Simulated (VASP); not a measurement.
Write the native input for VASP 6.6.1 that does the following.

- Task: single point
- Functional: PBEsol
- Potentials or basis: VASP PAW PBE potentials, release 64 (Ti_sv)
- Cutoff: 520 eV
- k mesh: 20 × 20 × 20
- Occupations: gaussian, width 0.15 eV
- Spin: no spin polarisation
- Dipole correction: no
- Further INCAR settings: ALGO = Normal; EDIFF = 1e-06; NBANDS = 12

The structure of Ti lies in POSCAR:

```
Ti
1.0
    0.0000000000      1.9792500000      1.9285000000
    1.9792500000      0.0000000000      1.9285000000
    1.9792500000      1.9792500000      0.0000000000
Ti
1
Direct
    0.0000000000      0.0000000000      0.0000000000
```

This cell differs from its parent crystal: strain -0.025 along x and y, -0.050 along z.

These files were run (other wordings do the same):

INCAR

```
SYSTEM = Ti
PREC = Accurate ; ENCUT = 520
EDIFF = 1E-6 ; ISMEAR = 0
SIGMA = 0.15 ; LREAL = .False.
LASPH = .True. ; NELM = 80
ALGO = Normal ; ISIF = 2
LWAVE = .False. ; LCHARG = .True.
GGA = PS ; LELF = .True.
LVHAR = .True. ; NBANDS = 12
```

KPOINTS

```
Automatic mesh
0
Gamma
  20 20 20
  0 0 0
```

Potentials or basis: VASP PAW PBE potentials, release 64 (Ti_sv).

Command:

```sh
$ cat potpaw_PBE.64/Ti_sv/POTCAR > POTCAR
$ mpirun -np 1 vasp_std > vasp.out
```

Results of the run:

```yaml
Pressure: 13.0 GPa
Band_gap_on_the_k_mesh: zero (band 6 reaches 10.58 eV, above the bottom of band 7 at 9.18 eV)
```

Caveat: the cell differs from its parent crystal (strain -0.025 along x and y, -0.050 along z); the PAW data sets were made with another functional, which shifts forces and pressure a little.

Run time: 100 s on 1 thread of Intel(R) Xeon(R) Platinum 8375C CPU @ 2.90GHz (Ice Lake) (shared host), peak memory 0.23 GiB.
